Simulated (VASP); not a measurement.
# InSb3: single point with PBE

The system is InSb3.

```
CELL_PARAMETERS angstrom
0.00000 3.79455 3.79455
3.79455 0.00000 3.79455
3.79455 3.79455 0.00000
ATOMIC_POSITIONS crystal
In 0.00000 0.00000 0.00000
Sb 0.25000 0.25000 0.25000
Sb 0.75000 0.75000 0.75000
Sb 0.50000 0.50000 0.50000
```

```
Program                : VASP 6.6.1
Task                   : single point
Functional             : PBE
Potentials or basis    : VASP PAW PBE potentials, release 64 (In_d, Sb)
Cutoff                 : 520 eV
k mesh                 : 4 × 4 × 4
Occupations            : gaussian, width 0.1 eV
Spin                   : no spin polarisation
Dipole correction      : no
Further INCAR settings : ALGO = Normal; EDIFF = 1e-06; NBANDS = 22
```

```yaml
Pressure: -1.4 GPa
Band_gap_on_the_k_mesh: zero (band 14 reaches 9.13 eV, above the bottom of band 15 at 5.65 eV)
```

Levels at points of the mesh, in eV from the Fermi level:
| k point | band 11 | band 12 | band 13 | band 14 | band 15 | band 16 | band 17 | band 18 |
| --- | --- | --- | --- | --- | --- | --- | --- | --- |
| (0.00, 0.00, 0.00) | -2.46 | -2.37 | -2.37 | -2.37 | -2.30 | -0.66 | -0.66 | -0.66 |
| (0.50, 0.00, 0.00) | -3.41 | -2.58 | -2.58 | -0.23 | -0.08 | 1.94 | 1.94 | 3.08 |
| (0.50, 0.50, 0.00) | -5.04 | 0.35 | 0.91 | 0.91 | 1.26 | 1.72 | 1.82 | 1.82 |

It took 46 s on 1 thread of AMD EPYC 7R13 (shared host), peak memory 0.21 GiB.

Caveat: spin-orbit coupling is left out, which moves the levels of the heavy elements.
